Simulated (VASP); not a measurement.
A run of VASP 6.6.1:

INCAR

```
PREC = Accurate
ENCUT = 520
EDIFF = 1E-8
ISMEAR = -1
SIGMA = 0.05
LREAL = F
LASPH = T
NELM = 80
ALGO = Normal
ISIF = 2
LWAVE = F
LCHARG = F
LEFG = T
NBANDS = 28
```

File KPOINTS:

```
Automatic mesh
0
Gamma
  8 8 8
```

File POSCAR:

```
BaTiO3
1.0
    4.0600336789      0.0000000000      0.0000000000
    0.0000000000      4.0600336789      0.0000000000
    0.0000000000      0.0000000000      4.0600336789
Ba Ti O
1 1 3
Direct
    0.5000000000      0.5000000000      0.5000000000
    0.0000000000      0.0000000000      0.0000000000
    0.5000000000      0.0000000000      0.0000000000
    0.0000000000      0.5000000000      0.0000000000
    0.0000000000      0.0000000000      0.5000000000
```

Potentials or basis: VASP PAW LDA potentials, release 64 (Ba_sv, Ti_sv, O).

Run with:

```console
$ cat potpaw_LDA.64/Ba_sv/POTCAR potpaw_LDA.64/Ti_sv/POTCAR potpaw_LDA.64/O/POTCAR > POTCAR
$ mpirun -np 1 vasp_std > vasp.out
```

Hardware: 1 thread of Intel(R) Xeon(R) Platinum 8488C (Sapphire Rapids) (shared host).

Q: Estimate the wall time of this run.

A: Run time: 74 s on 1 thread of Intel(R) Xeon(R) Platinum 8488C (Sapphire Rapids) (shared host), peak memory 0.19 GiB. Counts: scf iterations 19, k points 35.
